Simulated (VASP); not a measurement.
Wanted: the native input for a VASP 6.6.1 run.

```
Task                   : single point
Functional             : PBEsol
Dispersion             : D3(BJ)
Potentials or basis    : VASP PAW PBE potentials, release 64 (Se, Zn)
Cutoff                 : 520 eV
k mesh                 : 8 × 8 × 8
Occupations            : fermi-dirac, width 0.05 eV
Spin                   : no spin polarisation
Dipole correction      : no
Further INCAR settings : ALGO = Normal; EDIFF = 1e-06; NBANDS = 16
```

The structure of ZnSe (Stilleite) lies in POSCAR:

```
ZnSe
1.0
    0.0000000000      2.8893788162      2.8893788162
    2.8893788162      0.0000000000      2.8893788162
    2.8893788162      2.8893788162      0.0000000000
Se Zn
1 1
Direct
    0.7500000000      0.7500000000      0.7500000000
    0.0000000000      0.0000000000      0.0000000000
```

The input as run:

INCAR

```
PREC     = Accurate       # precision mode
ENCUT    = 520            # plane-wave cutoff, eV
EDIFF    = 1E-6           # SCF threshold, eV
ISMEAR   = -1             # smearing method
SIGMA    = 0.05           # smearing width, eV
LREAL    = F              # projectors in reciprocal space
LASPH    = T              # aspherical terms in the spheres
NELM     = 60             # most SCF steps
ALGO     = Normal         # electronic algorithm
ISIF     = 2              # what is computed and relaxed
LWAVE    = F              # write WAVECAR
LCHARG   = F              # write CHGCAR
GGA      = PS             # functional
IVDW     = 12             # dispersion correction
NBANDS   = 16             # bands
```

KPOINTS

```
regular mesh
0
Gamma
  8 8 8
```

Potentials or basis: VASP PAW PBE potentials, release 64 (Se, Zn).

Launch:

```bash
$ cat potpaw_PBE.64/Se/POTCAR potpaw_PBE.64/Zn/POTCAR > POTCAR
$ mpirun -np 1 vasp_std > vasp.out
```

It gave:

```yaml
Pressure: -5.7 GPa
Band_gap_on_the_k_mesh: 0.95 eV, direct
Dispersion_energy_per_atom: -0.269 eV
```

Caveat: the PAW data sets were made with another functional, which shifts forces and pressure a little.

Run time: 11 s on 1 thread of Intel(R) Xeon(R) 6975P-C (Granite Rapids), with other jobs on the host, peak memory 0.18 GiB.
